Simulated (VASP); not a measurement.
A run of VASP 6.6.1:

The input INCAR:

```
SYSTEM = Si
PREC = Accurate ; ENCUT = 520
EDIFF = 1E-6 ; ISMEAR = -1
SIGMA = 0.02 ; LREAL = .FALSE.
LASPH = .TRUE. ; NELM = 60
ALGO = Normal ; ISIF = 2
LWAVE = .FALSE. ; LCHARG = .FALSE.
GGA = PE ; NBANDS = 16
```

File KPOINTS:

```
regular mesh
0
G
  12 12 4
  0 0 0
```

Contents of POSCAR:

```
Si
1.0
    3.8321168108     -0.0360218980      0.0000000000
   -1.9472542842      3.3367214574      0.0000000000
    0.0000000000      0.0000000000      6.3412386841
Si
4
Direct
    0.3348863782      0.6667058650      0.0630614933
    0.6651136218      0.3332941350      0.5630614933
    0.3348863782      0.6667058650      0.4369385067
    0.6651136218      0.3332941350      0.9369385067
```

Potentials or basis: VASP PAW PBE potentials, release 64 (Si).

Command:

```sh
$ cat potpaw_PBE.64/Si/POTCAR > POTCAR
$ mpirun -np 1 vasp_std > vasp.out
```

Hardware: 1 thread of Intel(R) Xeon(R) Platinum 8259CL CPU @ 2.50GHz (Skylake/Cascade Lake), with other jobs on the host.

Q: How long does it take, and how much memory?

A: It took 4.1 min on 1 thread of Intel(R) Xeon(R) Platinum 8259CL CPU @ 2.50GHz (Skylake/Cascade Lake), with other jobs on the host, peak memory 0.33 GiB. Counts: scf iterations 13, k points 222.
